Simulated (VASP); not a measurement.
Write the native input for VASP 6.6.1 that does the following.

| Item | Value |
| --- | --- |
| Task | single point |
| Functional | PBE |
| Potentials or basis | VASP PAW PBE potentials, release 64 (Mg) |
| Cutoff | 520 eV |
| k mesh | 6 × 6 × 6 |
| Occupations | gaussian, width 0.1 eV |
| Spin | no spin polarisation |
| Dipole correction | no |
| Further INCAR settings | ALGO = Normal; EDIFF = 1e-06; NBANDS = 7 |

The structure of Mg lies in POSCAR:

```
Mg
1.0
    0.0000000000      2.2702637920      2.2702637920
    2.2702637920      0.0000000000      2.2702637920
    2.2702637920      2.2702637920      0.0000000000
Mg
1
Direct
    0.0000000000      0.0000000000      0.0000000000
```

This cell differs from its parent crystal: Cd replaced by Mg, lengths x 0.987, strained.

The input as run:

INCAR

```
ALGO = Normal
EDIFF = 1E-6
ENCUT = 520
GGA = PE
ISIF = 2
ISMEAR = 0
LASPH = T
LCHARG = T
LELF = T
LREAL = F
LVHAR = T
LWAVE = F
NBANDS = 7
NELM = 100
PREC = Accurate
SIGMA = 0.1
```

KPOINTS

```
k-points
0
Gamma
  6 6 6
```

Potentials or basis: VASP PAW PBE potentials, release 64 (Mg).

The run is started by

```console
$ cat potpaw_PBE.64/Mg/POTCAR > POTCAR
$ mpirun -np 1 vasp_std > vasp.out
```

Results of the run:

- Pressure: -0.9 GPa
- Band gap on the k mesh: zero (band 1 reaches 3.04 eV, above the bottom of band 2 at 1.23 eV)

Caveat: the k points lie up to 0.40 Å⁻¹ apart; the cell differs from its parent crystal (Cd replaced by Mg, lengths x 0.987, strained).

Run time: 1.9 s on 1 thread of Intel(R) Xeon(R) Platinum 8559C (Emerald Rapids) (shared host), peak memory 0.13 GiB.
